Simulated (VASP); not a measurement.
The system is GaB2.

```
Ga B
1.0
     2.57250    0.00000    0.00000
    -1.28625    2.22785    0.00000
     0.00000    0.00000   10.00599
Ga B
2 4
Direct
  0.33333 0.66667 0.25000
  0.66667 0.33333 0.75000
  0.33333 0.66667 0.62750
  0.66667 0.33333 0.12750
  0.33333 0.66667 0.87250
  0.66667 0.33333 0.37250
```

```yaml
Program: VASP 6.6.1
Task: relaxation of cell and atoms
Functional: PBE
Potentials_or_basis: VASP PAW PBE potentials, release 64 (Ga_d, B)
Cutoff: 600 eV
k_mesh: 6 × 6 × 2
Occupations: gaussian, width 0.1 eV
Spin: no spin polarisation
```

At the start: pressure 79.4 GPa; volume 9.56 Å³/atom.

**Question.** Where does the relaxation end?

**Answer.** Over 32 steps the energy falls by 2625.5 meV/atom and the volume is 10.58 Å³/atom (+10.7 %); space group P6_3/mmc (No. 194, to 0.05 Å).

Step by step:
```
step  energy change (eV)  largest force (eV/Å)  pressure (GPa)  volume (Å³)
   1              0.0000                6.5796           79.44        57.35
   2             -4.3374                0.2270          -15.05       106.32
   3             -5.9576                0.8052           -5.42        80.99
   4             -5.9623                0.8422           -4.78        80.38
   5             -5.9635                0.8971           -3.88        79.55
   6             -6.5419                1.1661           -4.17        77.12
   7             -7.3317                1.6571           -1.98        73.50
   8             -9.1790                2.8832            2.64        65.57
   9             -4.8970                5.6707          109.45        46.81
  10             -8.5350                2.8817           11.44        63.34
  11            -10.7400                3.5433           23.64        55.45
  12            -10.5656                2.1263           46.34        51.23
  13            -10.9423                2.9751           34.23        52.94
  14            -10.8728                2.7264           38.21        52.31
  15            -10.9461                2.3885           39.00        52.26
  16            -10.9616                2.0440           39.90        52.22
  17            -11.1031                2.0298           37.50        52.63
  18            -11.4926                1.9963           30.84        53.87
  19            -12.1493                2.0290           19.75        56.41
  20            -12.9672                1.7201            1.47        61.73
  21            -13.2371                1.5848          -16.88        73.32
  22            -13.3202                1.8420          -11.28        68.81
  23            -13.7652                1.7496          -12.28        68.74
  24            -14.7981                1.2140          -12.74        68.32
  25            -15.6883                0.3592           -2.59        66.70
  26            -15.6979                0.1203           -4.31        66.92
  27            -15.6971                0.0503           -4.81        66.99
  28            -15.7367                0.0912           -2.08        65.24
  29            -15.7474                0.1285            0.27        63.91
  30            -15.7474                0.1316            0.43        63.81
  31            -15.7507                0.0817            0.35        63.70
  32            -15.7530                0.0047            0.24        63.49
```

Final structure:
```
CELL_PARAMETERS angstrom
3.06682 0.00000 0.00000
-1.53341 2.65595 0.00000
0.00000 0.00000 7.79416
ATOMIC_POSITIONS crystal
Ga 0.33333 0.66667 0.25000
Ga 0.66667 0.33333 0.75000
B 0.33333 0.66667 0.51439
B 0.66667 0.33333 0.01439
B 0.33333 0.66667 0.98561
B 0.66667 0.33333 0.48561
```

Caveat: the k points lie up to 0.40 Å⁻¹ apart in the final cell.
